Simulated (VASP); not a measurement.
# Cu3O2 (P-6m2) in VASP: single point with PBE

Aim: the single point of Cu3O2 with PBE.

All numbers are computed with VASP 6.6.1; they aren't measurements. Logs are shortened: lines on timing, memory, paths and dates and some standing lists are left out, and cuts for length are marked.

## 1. The cell of the first run

It takes space group P-6m2 (No. 187, hexagonal). Conventional cell: a = 3.226 Å, b = 3.226 Å, c = 6.454 Å, α = 90.00°, β = 90.00°, γ = 120.00°. Cu (site symmetry 3m) has 6 O at 2.20 to 2.77 Å and 4 Cu at 2.35 to 2.77 Å within 2.9 Å. Within 2.5 Å of Cu (site symmetry -6m2) lie 3 O at 1.86 Å. O (site symmetry -6m2) has 6 Cu at 2.20 Å within 2.9 Å. O (site symmetry -6m2) has 3 Cu at 1.86 Å within 2.5 Å.

The cell was built from a structure type or drawn by symmetry, and may not be a known phase.

## 2. Single point, PBE, collinear spin

INCAR

```
SYSTEM = Cu3O2
ALGO = Normal
EDIFF = 1E-7
ENCUT = 520
GGA = PE
ISIF = 2
ISMEAR = 0
ISPIN = 2
LASPH = .True.
LCHARG = .False.
LMAXMIX = 4
LORBIT = 11
LREAL = .False.
LWAVE = .False.
MAGMOM = 0.19 0.19 0 0.2 0
NBANDS = 34
NELM = 150
PREC = Accurate
SIGMA = 0.1
```

KPOINTS

```
k-points
0
Gamma
  12 12 6
  0 0 0
```

POSCAR

```
Cu3O2
1.0
    3.2257300785      0.0000000000      0.0000000000
   -1.6128650393      2.7935641937      0.0000000000
    0.0000000000      0.0000000000      6.4540808060
Cu O
3 2
Direct
    0.6666666667      0.3333333333      0.1819348005
    0.6666666667      0.3333333333      0.8180651995
    0.0000000000      0.0000000000      0.5000000000
    0.0000000000      0.0000000000      0.0000000000
    0.3333333333      0.6666666667      0.5000000000
```

Potentials or basis: VASP PAW PBE potentials, release 64 (Cu, O).

Started as:

```console
$ cat potpaw_PBE.64/Cu/POTCAR potpaw_PBE.64/O/POTCAR > POTCAR
$ mpirun -np 1 vasp_std > vasp.out
```

OUTCAR:

```text
SYSTEM = Cu3O2
   EDIFF = 1E-7
   ENCUT = 520
   GGA = PE
   ISIF = 2
   ISMEAR = 0
   ISPIN = 2
   LASPH = .True.
   LORBIT = 11
   LREAL = .False.
   NELM = 150
   PREC = Accurate

 ion  position               nearest neighbor table
   1  0.667  0.333  0.182-   4 2.20   4 2.20   4 2.20   2 2.35   3 2.77   3 2.77   3 2.77
   2  0.667  0.333  0.818-   4 2.20   4 2.20   4 2.20   1 2.35   3 2.77   3 2.77   3 2.77
   3  0.000  0.000  0.500-   5 1.86   5 1.86   5 1.86   1 2.77   2 2.77   2 2.77   1 2.77   2 2.77
                             1 2.77
   4  0.000  0.000  0.000-   1 2.20   2 2.20   1 2.20   2 2.20   1 2.20   2 2.20
   5  0.333  0.667  0.500-   3 1.86   3 1.86   3 1.86

  LATTYP: Found a hexagonal cell.
 ALAT       =     3.2257300785
 C/A-ratio  =     2.0008124204

  Lattice vectors:

 A1 = (   3.2257300785,   0.0000000000,   0.0000000000)
 A2 = (  -1.6128650393,   2.7935641937,   0.0000000000)
 A3 = (   0.0000000000,   0.0000000000,   6.4540808060)

Analysis of symmetry for initial positions (statically):
=====================================================================
 Subroutine PRICEL returns:
 Original cell was already a primitive cell.

 Routine SETGRP: Setting up the symmetry group for a
 hexagonal supercell.

 Subroutine GETGRP returns: Found 12 space group operations
 (whereof 12 operations were pure point group operations)
 out of a pool of 24 trial point group operations.

The static configuration has the point symmetry D_3h.

Analysis of symmetry for dynamics (positions and initial velocities):
=====================================================================
 Subroutine PRICEL returns:
 Original cell was already a primitive cell.

 Routine SETGRP: Setting up the symmetry group for a
 hexagonal supercell.

 Subroutine GETGRP returns: Found 12 space group operations
 (whereof 12 operations were pure point group operations)
 out of a pool of 24 trial point group operations.

The dynamic configuration has the point symmetry D_3h.

Analysis of structural, dynamic, and magnetic symmetry:
=====================================================================
 Subroutine PRICEL returns:
 Original cell was already a primitive cell.

 Routine SETGRP: Setting up the symmetry group for a
 hexagonal supercell.

 Subroutine GETGRP returns: Found 12 space group operations
 (whereof 12 operations were pure point group operations)
 out of a pool of 24 trial point group operations.

The overall configuration has the point symmetry D_3h.

 Subroutine INISYM returns: Found 12 space group operations
 (whereof 12 operations are pure point group operations),
 and found     1 'primitive' translations

----------------------------------------------------------------------------------------

                                     Primitive cell

  volume of cell :      58.1596

  direct lattice vectors                    reciprocal lattice vectors
     3.225730078  0.000000000  0.000000000     0.310007340  0.178982821  0.000000000
    -1.612865039  2.793564194  0.000000000     0.000000000  0.357965642  0.000000000
     0.000000000  0.000000000  6.454080806     0.000000000  0.000000000  0.154940731

  length of vectors
     3.225730078  3.225730078  6.454080806     0.357965642  0.357965642  0.154940731

  position of ions in fractional coordinates (direct lattice)
     0.666666667  0.333333333  0.181934801
     0.666666667  0.333333333  0.818065199
     0.000000000  0.000000000  0.500000000
     0.000000000  0.000000000  0.000000000
     0.333333333  0.666666667  0.500000000

  ion indices of the primitive-cell ions
   primitive index   ion index
                 1           1
                 2           2
                 3           3
                 4           4
                 5           5

----------------------------------------------------------------------------------------

 KPOINTS: k-points

Automatic generation of k-mesh.
 Grid dimensions read from file:
 generate k-points for:   12   12    6

[... 22 lines left out ...]
  0.166667  0.000000  0.000000      6.000000
  0.250000  0.000000  0.000000      6.000000
  0.333333 -0.000000  0.000000      6.000000
  0.416667 -0.000000  0.000000      6.000000
[... 16 lines left out ...]
  0.250000  0.000000  0.166667     12.000000
  0.333333 -0.000000  0.166667     12.000000
 [... further k-points ...]
   k-points           NKPTS =     76   k-points in BZ     NKDIM =     76   number of bands    NBANDS=     34
   number of dos      NEDOS =    301   number of ions     NIONS =      5
   total plane-waves  NPLWV =  27648
   dimension x,y,z NGX =    24 NGY =   24 NGZ =   48
   dimension x,y,z NGXF=    48 NGYF=   48 NGZF=   96
   ions per type =               3   2
   NGX,Y,Z   is equivalent  to a cutoff of  12.37, 12.37, 12.36 a.u.
   NGXF,Y,Z  is equivalent  to a cutoff of  24.74, 24.74, 24.73 a.u.
 SYSTEM =  Cu3O2
   PREC   = accura    normal or accurate (medium, high low for compatibility)
   ISTART =      0    job   : 0-new  1-cont  2-samecut
   ICHARG =      2    charge: 1-file 2-atom 10-const
   ISPIN  =      2    spin polarized calculation?
   LNONCOLLINEAR =      F non collinear calculations
   LSORBIT =      F    spin-orbit coupling
   LASPH  =      T    aspherical Exc in radial PAW
   ENCUT  =  520.0 eV  38.22 Ry    6.18 a.u.   6.00  6.00 12.00*2*pi/ulx,y,z
   NELM   =    150;   NELMIN=  2; NELMDL= -5     # of ELM steps
   EDIFF  = 0.1E-06   stopping-criterion for ELM
   LREAL  =      F    real-space projection
   EDIFFG = 0.1E-05   stopping-criterion for IOM
   NSW    =      0    number of steps for IOM
   IBRION =     -1    ionic relax: 0-MD 1-quasi-New 2-CG
   NFREE  =      0    steps in history (QN), initial steepest desc. (CG)
   ISIF   =      2    stress and relaxation
   ISYM   =      2    0-nonsym 1-usesym 2-fastsym
   POTIM  = 0.5000    time-step for ionic-motion
   TEBEG  =    0.0;   TEEND  =   0.0 temperature during run
   PSTRESS=    0.0 pullay stress
   NELECT =      45.0000    total number of electrons
   NUPDOWN=      -1.0000    fix difference up-down
   EMIN   =  10.00;   EMAX   =-10.00  energy-range for DOS
   EFERMI =   0.00;   METHOD = LEGACY
   ISMEAR =     0;   SIGMA  =   0.10  broadening in eV -4-tet -1-fermi 0-gaus
   EFERMI_NEDOS =   21; number of points for ismear=-14 and -15
   IALGO  =     38    algorithm
   IMIX   =      4    mixing-type and parameters
     AMIX     =   0.40;   BMIX     =  1.00
     AMIX_MAG =   1.60;   BMIX_MAG =  1.00
  volume/ion in A,a.u.               =      11.63        78.50
  Fermi-wavevector in a.u.,A,eV,Ry     =   1.502930  2.840125 30.732805  2.258797
  Thomas-Fermi vector in A             =   2.614106
   LORBIT       =     11    0 simple, 1 ext, 2 COOP (PROOUT), +10 PAW based schemes
   GGA     = PE    functional components
   LHFCALC =     F    Hartree Fock is set to
   AEXX    =    0.0000 exact exchange contribution
   IVDW    =     0    specifies the selected vdW correction
   LEPSILON=     F    determine dielectric tensor
   LRPA    =     F    only Hartree local field effects (RPA)
 spin polarized calculation
 Gauss-broadening in eV      SIGMA  =   0.10
  energy-cutoff  :      520.00
  volume of cell :       58.16
 maximum number of plane-waves:      1596
 NGX is ok and might be reduce to    24
   NGX = 11   NGY = 11   NGZ = 25

 number of electron      45.0000041 magnetization       0.0000701

 number of electron      45.0000041 magnetization      -0.0001168

 Free energy of the ion-electron system (eV)
  ---------------------------------------------------
  ext. energy  EPLUGINS =         0.00000000
  ---------------------------------------------------
  free energy    TOTEN  =       -21.38251307 eV

  energy without entropy =      -21.35774587  energy(sigma->0) =      -21.37012947

 E-fermi :   4.8181     XC(G=0): -11.4947

 val. band max:        4.7898741109   @ k =   0.1667   0.0833   0.5000
 cond. band min:       4.8236646706   @ k =   0.1667   0.0000   0.5000
 fundamental gap:      0.0337905597
 Fermi energy:         4.8181232517

 spin component 1

 k-point     1 :       0.0000    0.0000    0.0000
  band No.  band energies     occupation
      1     -14.4017      1.00000
      2     -13.2380      1.00000
      3      -1.4364      1.00000
      4      -1.2047      1.00000
      5      -1.2047      1.00000
      6       1.1342      1.00000
[... 877 lines left out ...]
     33      19.0838      0.00000
     34      20.2845      0.00000

 [... further k-points ...]

 spin component 2

 k-point     1 :       0.0000    0.0000    0.0000
  band No.  band energies     occupation
      1     -14.4018      1.00000
      2     -13.2380      1.00000
      3      -1.4364      1.00000
      4      -1.2047      1.00000
      5      -1.2047      1.00000
      6       1.1342      1.00000
[... 877 lines left out ...]
     33      19.0838      0.00000
     34      20.2845      0.00000

 [... further k-points ...]

------------------------ aborting loop because EDIFF is reached ----------------------------------------

  FORCE on cell =-STRESS in cart. coord.  units (eV):
  Direction    XX          YY          ZZ          XY          YZ          ZX
  --------------------------------------------------------------------------------------
  -------------------------------------------------------------------------------------
  Total        0.1892966      0.1892966     -0.0964506     -0.0000000      0.0000000     -0.0000000
  in kB        5.2147356      5.2147356     -2.6570179     -0.0000000      0.0000000     -0.0000000
  external PRESSURE =       2.5908178 kB  Pullay stress =       0.0000000 kB

 VOLUME and BASIS-vectors are now :
 -----------------------------------------------------------------------------
  energy-cutoff  :      520.00
  volume of cell :       58.16
      direct lattice vectors                 reciprocal lattice vectors
     3.225730078  0.000000000  0.000000000     0.310007340  0.178982821  0.000000000
    -1.612865039  2.793564194  0.000000000     0.000000000  0.357965642  0.000000000
     0.000000000  0.000000000  6.454080806     0.000000000  0.000000000  0.154940731

 POSITION                                       TOTAL-FORCE (eV/Angst)
 -----------------------------------------------------------------------------------
      1.61287      0.93119      1.17422        -0.000000      0.000000     -0.065882
      1.61287      0.93119      5.27986        -0.000000      0.000000      0.065882
      0.00000      0.00000      3.22704         0.000000     -0.000000      0.000000
      0.00000      0.00000      0.00000         0.000000     -0.000000      0.000000
     -0.00000      1.86238      3.22704         0.000000     -0.000000      0.000000
 -----------------------------------------------------------------------------------
    total drift:                                0.000006     -0.000004      0.000000

  FREE ENERGIE OF THE ION-ELECTRON SYSTEM (eV)
  ---------------------------------------------------
  free  energy   TOTEN  =       -21.3825130743 eV

  energy  without entropy=      -21.3577458656  energy(sigma->0) =      -21.37012947

 total charge

# of ion       s       p       d       tot
------------------------------------------
    1        0.280   0.219   9.279   9.778
    2        0.280   0.219   9.279   9.778
    3        0.429   0.456   9.177  10.062
    4        1.581   3.266   0.000   4.848
    5        1.580   3.371   0.000   4.951
--------------------------------------------------
tot          4.151   7.530  27.735  39.416

 magnetization (x)

# of ion       s       p       d       tot
------------------------------------------
    1        0.000  -0.000  -0.000  -0.000
    2        0.000  -0.000  -0.000  -0.000
    3        0.000   0.000  -0.000  -0.000
    4        0.000  -0.000   0.000  -0.000
    5       -0.000  -0.000   0.000  -0.000
--------------------------------------------------
tot          0.000  -0.000  -0.000  -0.000
```

It took 5.2 min on 1 thread of Intel Xeon Platinum 8375C at 2.90GHz (Ice Lake), shared host; peak memory 0.33 GiB.

What came out:

| Item | Value |
| --- | --- |
| Free energy | -21.3825 eV |
| Pressure | 0.3 GPa |
| Largest force | 0.066 eV/Å |
| Net moment | 0.00 μB per cell |
| Valence electrons inside the program's atomic spheres | Cu 9.78, 10.06 (each value once); O 4.85, 4.95 |

Forces on the atoms (eV/Å):
```
Cu   0.000  0.000 -0.066
Cu   0.000  0.000  0.066
Cu   0.000  0.000  0.000
O    0.000  0.000  0.000
O    0.000  0.000  0.000
```

With open d or f shells a metallic result of PBE can be an artefact of self-interaction; +U or a hybrid may open a gap.
